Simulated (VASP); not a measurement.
# Cu (Fm-3m) in VASP: notebook

The runs below take Cu through single point, with PBE.

All numbers are computed with VASP 6.6.1; they aren't measurements. Logs are shortened: lines on timing, memory, paths and dates and some standing lists are left out, and cuts for length are marked.

## (1) The cell of the first run

The structure is cubic, space group Fm-3m (No. 225). Conventional cell: a = 3.630 Å, b = 3.630 Å, c = 3.630 Å, α = 90.00°, β = 90.00°, γ = 90.00°. Within 3.4 Å of Cu (site symmetry m-3m) lie 12 Cu at 2.57 Å.

## (2) Single point, PBE

INCAR reads:

```
SYSTEM = Cu
PREC = Accurate ; ENCUT = 520
EDIFF = 1E-6 ; ISMEAR = 0
SIGMA = 0.1 ; LREAL = Auto
LASPH = .TRUE. ; NELM = 80
ALGO = Fast ; ISIF = 2
LWAVE = .FALSE. ; LCHARG = .TRUE.
GGA = PE ; LELF = .TRUE.
LVHAR = .TRUE. ; NBANDS = 102
```

KPOINTS reads:

```
Automatic mesh
0
G
  5 5 5
  0 0 0
```

POSCAR reads:

```
Cu
1.0
    3.6298028171      3.6298028171     -3.6298028171
   -3.6298028171     -3.6298028171     -3.6298028171
   -3.6298028171      3.6298028171      3.6298028171
Cu
16
Direct
    0.2500000000      0.7500000000      0.0000000000
    0.5000000000      0.5000000000      0.0000000000
    0.7500000000      0.2500000000      0.0000000000
    0.7500000000      0.7500000000      0.5000000000
    0.0000000000      0.7500000000      0.2500000000
    0.2500000000      0.5000000000      0.2500000000
    0.5000000000      0.2500000000      0.2500000000
    0.7500000000      0.0000000000      0.2500000000
    0.0000000000      0.0000000000      0.0000000000
    0.5000000000      0.7500000000      0.7500000000
    0.7500000000      0.5000000000      0.7500000000
    0.0000000000      0.5000000000      0.5000000000
    0.2500000000      0.2500000000      0.5000000000
    0.5000000000      0.0000000000      0.5000000000
    0.0000000000      0.2500000000      0.7500000000
    0.2500000000      0.0000000000      0.7500000000
```

Potentials or basis: VASP PAW PBE potentials, release 64 (Cu).

On the command line:

```sh
cat potpaw_PBE.64/Cu/POTCAR > POTCAR
mpirun -np 1 vasp_std > vasp.out
```

OUTCAR:

```text
SYSTEM = Cu
   PREC = Accurate
   ENCUT = 520
   EDIFF = 1E-6
   ISMEAR = 0
   LREAL = Auto
   LASPH = .TRUE.
   NELM = 80
   ISIF = 2
   GGA = PE

 ion  position               nearest neighbor table
   1  0.250  0.750  0.000-   2 2.57   5 2.57   6 2.57   7 2.57   8 2.57   9 2.57  10 2.57  14 2.57
                            16 2.57  12 2.57  15 2.57  11 2.57
   2  0.500  0.500  0.000-   1 2.57   3 2.57   4 2.57   5 2.57   6 2.57   7 2.57   8 2.57  10 2.57
                            11 2.57  13 2.57  16 2.57  15 2.57
   3  0.750  0.250  0.000-   2 2.57   5 2.57   6 2.57   7 2.57   8 2.57   9 2.57  11 2.57  12 2.57
                            15 2.57  14 2.57  10 2.57  16 2.57
   4  0.750  0.750  0.500-   5 2.57   8 2.57   9 2.57  10 2.57  11 2.57  12 2.57  14 2.57  15 2.57
                            16 2.57   2 2.57   7 2.57   6 2.57
   5  0.000  0.750  0.250-   1 2.57   4 2.57   6 2.57   8 2.57   9 2.57  12 2.57  13 2.57  14 2.57
                            16 2.57  11 2.57   3 2.57   2 2.57
   6  0.250  0.500  0.250-   1 2.57   2 2.57   4 2.57   5 2.57   7 2.57  10 2.57  12 2.57  13 2.57
                            14 2.57  15 2.57   9 2.57   3 2.57
   7  0.500  0.250  0.250-   2 2.57   3 2.57   4 2.57   6 2.57   8 2.57  11 2.57  12 2.57  13 2.57
                            14 2.57  16 2.57   1 2.57   9 2.57
   8  0.750  0.000  0.250-   3 2.57   4 2.57   5 2.57   7 2.57   9 2.57  12 2.57  13 2.57  14 2.57
                            15 2.57  10 2.57   2 2.57   1 2.57
   9  0.000  0.000  0.000-   1 2.57   3 2.57   5 2.57   6 2.57   7 2.57   8 2.57  13 2.57  15 2.57
                            16 2.57   4 2.57  11 2.57  10 2.57
  10  0.500  0.750  0.750-   1 2.57   2 2.57   3 2.57   4 2.57   8 2.57   9 2.57  11 2.57  14 2.57
                            16 2.57   6 2.57  13 2.57  12 2.57
  11  0.750  0.500  0.750-   1 2.57   2 2.57   3 2.57   4 2.57   5 2.57   9 2.57  10 2.57  12 2.57
                            15 2.57   7 2.57  14 2.57  13 2.57
  12  0.000  0.500  0.500-   1 2.57   4 2.57   5 2.57   6 2.57  10 2.57  11 2.57  13 2.57  15 2.57
                            16 2.57   3 2.57   8 2.57   7 2.57
  13  0.250  0.250  0.500-   2 2.57   6 2.57   7 2.57  10 2.57  11 2.57  12 2.57  14 2.57  15 2.57
                            16 2.57   9 2.57   5 2.57   8 2.57
  14  0.500  0.000  0.500-   3 2.57   4 2.57   7 2.57   8 2.57  10 2.57  11 2.57  13 2.57  15 2.57
                            16 2.57   1 2.57   6 2.57   5 2.57
  15  0.000  0.250  0.750-   1 2.57   2 2.57   3 2.57   6 2.57   9 2.57  11 2.57  12 2.57  13 2.57
                            16 2.57   8 2.57   4 2.57  14 2.57
  16  0.250  0.000  0.750-   1 2.57   2 2.57   3 2.57   7 2.57   9 2.57  10 2.57  13 2.57  14 2.57
                            15 2.57   5 2.57  12 2.57   4 2.57

  LATTYP: Found a body centered cubic cell.
 ALAT       =     7.2596056342

  Lattice vectors:

 A1 = (   3.6298028171,   3.6298028171,  -3.6298028171)
 A2 = (  -3.6298028171,  -3.6298028171,  -3.6298028171)
 A3 = (  -3.6298028171,   3.6298028171,   3.6298028171)

Analysis of symmetry for initial positions (statically):
=====================================================================
 Subroutine PRICEL returns following result:

  LATTYP: Found a face centered cubic cell.
 ALAT       =     3.6298028171

  Lattice vectors:

 A1 = (  -1.8149014085,  -1.8149014085,   0.0000000000)
 A2 = (   0.0000000000,  -1.8149014085,   1.8149014085)
 A3 = (  -1.8149014085,   0.0000000000,   1.8149014085)

  16 primitive cells build up your supercell.

 Routine SETGRP: Setting up the symmetry group for a
 body centered cubic supercell.

 Subroutine GETGRP returns: Found 48 space group operations
 (whereof 48 operations were pure point group operations)
 out of a pool of 48 trial point group operations.

The static configuration has the point symmetry O_h .

Analysis of symmetry for dynamics (positions and initial velocities):
=====================================================================
 Subroutine PRICEL returns following result:

  LATTYP: Found a face centered cubic cell.
 ALAT       =     3.6298028171

  Lattice vectors:

 A1 = (  -1.8149014085,  -1.8149014085,   0.0000000000)
 A2 = (   0.0000000000,  -1.8149014085,   1.8149014085)
 A3 = (  -1.8149014085,   0.0000000000,   1.8149014085)

  16 primitive cells build up your supercell.

 Routine SETGRP: Setting up the symmetry group for a
 body centered cubic supercell.

 Subroutine GETGRP returns: Found 48 space group operations
 (whereof 48 operations were pure point group operations)
 out of a pool of 48 trial point group operations.

The dynamic configuration has the point symmetry O_h .

 Subroutine INISYM returns: Found 48 space group operations
 (whereof 48 operations are pure point group operations),
 and found    16 'primitive' translations

----------------------------------------------------------------------------------------

                                     Primitive cell

  volume of cell :      11.9561

  direct lattice vectors                    reciprocal lattice vectors
    -1.814901409 -1.814901409  0.000000000    -0.275497059 -0.275497059 -0.275497059
     0.000000000 -1.814901409  1.814901409     0.275497059 -0.275497059  0.275497059
    -1.814901409  0.000000000  1.814901409    -0.275497059  0.275497059  0.275497059

  length of vectors
     2.566658186  2.566658186  2.566658186     0.477174903  0.477174903  0.477174903

  position of ions in fractional coordinates (direct lattice)
     0.000000000  0.000000000  0.000000000

  ion indices of the primitive-cell ions
   primitive index   ion index
                 1           1

----------------------------------------------------------------------------------------

 KPOINTS: Automatic mesh

Automatic generation of k-mesh.
 Grid dimensions read from file:
 generate k-points for:    5    5    5

 Generating k-lattice:

  Cartesian coordinates                     Fractional coordinates (reciprocal lattice)
     0.000000000  0.027549706 -0.027549706     0.200000000  0.000000000  0.000000000
    -0.027549706  0.000000000 -0.027549706     0.000000000  0.200000000  0.000000000
    -0.027549706  0.027549706  0.000000000     0.000000000  0.000000000  0.200000000

  Length of vectors
     0.038961168  0.038961168  0.038961168

  Shift w.r.t. Gamma in fractional coordinates (k-lattice)
     0.000000000  0.000000000  0.000000000

 Subroutine IBZKPT returns following result:
 ===========================================

 Found     10 irreducible k-points:

 Following reciprocal coordinates:
            Coordinates               Weight
  0.000000  0.000000  0.000000      1.000000
  0.200000  0.000000  0.000000     12.000000
  0.400000  0.000000  0.000000     12.000000
  0.200000  0.200000  0.000000     24.000000
  0.400000  0.200000 -0.000000     24.000000
  0.200000  0.200000  0.200000      8.000000
 -0.200000  0.200000  0.200000      6.000000
 -0.400000  0.400000  0.200000     24.000000
 -0.400000 -0.400000  0.200000      8.000000
 -0.400000  0.400000  0.400000      6.000000
   k-points           NKPTS =     10   k-points in BZ     NKDIM =     10   number of bands    NBANDS=    102
   number of dos      NEDOS =    301   number of ions     NIONS =     16
   total plane-waves  NPLWV = 110592
   dimension x,y,z NGX =    48 NGY =   48 NGZ =   48
   dimension x,y,z NGXF=    96 NGYF=   96 NGZF=   96
   ions per type =              16
   NGX,Y,Z   is equivalent  to a cutoff of  12.69, 12.69, 12.69 a.u.
   NGXF,Y,Z  is equivalent  to a cutoff of  25.39, 25.39, 25.39 a.u.
 SYSTEM =  Cu
   PREC   = accura    normal or accurate (medium, high low for compatibility)
   ISTART =      0    job   : 0-new  1-cont  2-samecut
   ICHARG =      2    charge: 1-file 2-atom 10-const
   ISPIN  =      1    spin polarized calculation?
   LNONCOLLINEAR =      F non collinear calculations
   LSORBIT =      F    spin-orbit coupling
   LASPH  =      T    aspherical Exc in radial PAW
   ENCUT  =  520.0 eV  38.22 Ry    6.18 a.u.  11.69 11.69 11.69*2*pi/ulx,y,z
   NELM   =     80;   NELMIN=  2; NELMDL= -5     # of ELM steps
   EDIFF  = 0.1E-05   stopping-criterion for ELM
   LREAL  =      T    real-space projection
   EDIFFG = 0.1E-04   stopping-criterion for IOM
   NSW    =      0    number of steps for IOM
   IBRION =     -1    ionic relax: 0-MD 1-quasi-New 2-CG
   NFREE  =      0    steps in history (QN), initial steepest desc. (CG)
   ISIF   =      2    stress and relaxation
   ISYM   =      2    0-nonsym 1-usesym 2-fastsym
   POTIM  = 0.5000    time-step for ionic-motion
   TEBEG  =    0.0;   TEEND  =   0.0 temperature during run
   PSTRESS=    0.0 pullay stress
   NELECT =     176.0000    total number of electrons
   NUPDOWN=      -1.0000    fix difference up-down
   EMIN   =  10.00;   EMAX   =-10.00  energy-range for DOS
   EFERMI =   0.00;   METHOD = LEGACY
   ISMEAR =     0;   SIGMA  =   0.10  broadening in eV -4-tet -1-fermi 0-gaus
   EFERMI_NEDOS =   21; number of points for ismear=-14 and -15
   IALGO  =     68    algorithm
   IMIX   =      4    mixing-type and parameters
     AMIX     =   0.40;   BMIX     =  1.00
     AMIX_MAG =   1.60;   BMIX_MAG =  1.00
  volume/ion in A,a.u.               =      11.96        80.68
  Fermi-wavevector in a.u.,A,eV,Ry     =   1.592243  3.008903 34.494005  2.535238
  Thomas-Fermi vector in A             =   2.690658
   LORBIT       =      0    0 simple, 1 ext, 2 COOP (PROOUT), +10 PAW based schemes
   GGA     = PE    functional components
   LHFCALC =     F    Hartree Fock is set to
   AEXX    =    0.0000 exact exchange contribution
   IVDW    =     0    specifies the selected vdW correction
   LEPSILON=     F    determine dielectric tensor
   LRPA    =     F    only Hartree local field effects (RPA)
 non-spin polarized calculation
 RMM-DIIS sequential band-by-band and
 Gauss-broadening in eV      SIGMA  =   0.10
  energy-cutoff  :      520.00
  volume of cell :      191.30
 maximum number of plane-waves:      5233
   NGX = 23   NGY = 23   NGZ = 23

 number of electron     175.9999749 magnetization

 Free energy of the ion-electron system (eV)
  ---------------------------------------------------
  ext. energy  EPLUGINS =         0.00000000
  ---------------------------------------------------
  free energy    TOTEN  =       -59.67333573 eV

  energy without entropy =      -59.65081012  energy(sigma->0) =      -59.66207293

 E-fermi :   7.4266     XC(G=0): -12.6546

 val. band max:        7.3293809124   @ k =  -0.4000  -0.4000   0.2000
 cond. band min:       7.4553542309   @ k =   0.4000   0.0000   0.0000
 fundamental gap:      0.1259733185
 Fermi energy:         7.4265949102

 k-point     1 :       0.0000    0.0000    0.0000
  band No.  band energies     occupation
      1      -1.8241      2.00000
      2       2.6282      2.00000
      3       2.6282      2.00000
      4       2.6282      2.00000
      5       2.7984      2.00000
      6       2.7984      2.00000
[... 92 lines left out ...]
     99      14.4637      0.00000
    100      17.0675      0.00000

 k-point     2 :       0.2000    0.0000    0.0000
  band No.  band energies     occupation
      1      -1.5838      2.00000
      2       1.5774      2.00000
      3       2.2824      2.00000
      4       2.2824      2.00000
      5       2.2824      2.00000
      6       2.2824      2.00000
[... 813 lines left out ...]
     99      11.5607      0.00000
    100      13.3639      0.00000

 k-point    10 :      -0.4000    0.4000    0.4000
  band No.  band energies     occupation
      1       0.0135      2.00000
      2       1.0165      2.00000
      3       1.0165      2.00000
      4       1.0165      2.00000
      5       1.0165      2.00000
      6       1.7913      2.00000
[... 92 lines left out ...]
     99      12.3514      0.00000
    100      12.3514      0.00000
 [bands above 100 left out]

------------------------ aborting loop because EDIFF is reached ----------------------------------------

  FORCE on cell =-STRESS in cart. coord.  units (eV):
  Direction    XX          YY          ZZ          XY          YZ          ZX
  --------------------------------------------------------------------------------------
  -------------------------------------------------------------------------------------
  Total        0.5283374      0.5283374      0.5283374      0.0000000      0.0000000      0.0000000
  in kB        4.4249953      4.4249953      4.4249953      0.0000000      0.0000000      0.0000000
  external PRESSURE =       4.4249953 kB  Pullay stress =       0.0000000 kB

 VOLUME and BASIS-vectors are now :
 -----------------------------------------------------------------------------
  energy-cutoff  :      520.00
  volume of cell :      191.30
      direct lattice vectors                 reciprocal lattice vectors
     3.629802817  3.629802817 -3.629802817     0.000000000  0.137748529 -0.137748529
    -3.629802817 -3.629802817 -3.629802817    -0.137748529  0.000000000 -0.137748529
    -3.629802817  3.629802817  3.629802817    -0.137748529  0.137748529  0.000000000

 POSITION                                       TOTAL-FORCE (eV/Angst)
 -----------------------------------------------------------------------------------
     -1.81490     -1.81490     -3.62980        -0.000000     -0.000000     -0.000000
      0.00000      0.00000     -3.62980         0.000000      0.000000      0.000000
      1.81490      1.81490     -3.62980        -0.000000      0.000000     -0.000000
     -1.81490      1.81490     -3.62980         0.000000      0.000000     -0.000000
     -3.62980     -1.81490     -1.81490         0.000000      0.000000     -0.000000
     -1.81490      0.00000     -1.81490        -0.000000     -0.000000      0.000000
[... 8 lines left out ...]
     -3.62980      1.81490      1.81490        -0.000000      0.000000      0.000000
     -1.81490      3.62980      1.81490         0.000000      0.000000     -0.000000
 -----------------------------------------------------------------------------------
    total drift:                                0.000000      0.000000     -0.000000

  FREE ENERGIE OF THE ION-ELECTRON SYSTEM (eV)
  ---------------------------------------------------
  free  energy   TOTEN  =       -59.6733357335 eV

  energy  without entropy=      -59.6508101169  energy(sigma->0) =      -59.66207293
```

Wall time 12 min (1 thread of AMD EPYC 7R43 (Zen 3), shared host); peak memory 0.35 GiB.

What came out:

```yaml
Free_energy: -59.6733 eV
Pressure: 0.4 GPa
Band_gap_on_the_k_mesh: zero (band 88 reaches 7.76 eV, above the bottom of band 89 at 6.69 eV)
```

(Part 1 of 2 ends here.)
